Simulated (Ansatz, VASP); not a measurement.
One calculation of KF, two programs

```
CELL_PARAMETERS angstrom
3.72183 0.00000 0.00000
-1.86092 3.22320 0.00000
0.00000 0.00000 6.62876
ATOMIC_POSITIONS crystal
K 0.00000 0.00000 0.50000
K 0.00000 0.00000 0.00000
F 0.66667 0.33333 0.75000
F 0.33333 0.66667 0.25000
```

Change from the starting cell: species swapped into the LaI type (P6_3/mmc, No. 194).

Alike in both runs: functional PBE; k mesh 5 × 5 × 2; occupations gaussian, width 0.15 eV; no spin polarisation.

Ansatz relaxed the structure, and its values are those at the end. VASP's run is a single point on that final structure, the one shown.

|  | VASP | Ansatz |
| --- | --- | --- |
| version | VASP 6.6.1 | Ansatz 0.2.0 |
| potentials or method | VASP PAW PBE potentials, release 64 (K_sv, F), cutoff 520 eV | scalar-relativistic, plane waves, PAW |
| valence electrons in the cell | 32 | 32 |

Ansatz gave:

* gap on the k mesh at the Fermi level (eV): 5.91
* least direct gap on the mesh (eV): 5.91
* pressure (GPa): 0.1

Problem. Which values does VASP return?

Solution. gap on the k mesh at the Fermi level (eV): 5.89; least direct gap on the mesh (eV): 5.89; pressure (GPa): 0.1.

The functional is the same, so the differences come from potentials, cutoffs and numerics.

The k mesh is coarse, so the values compare programs but aren't converged.
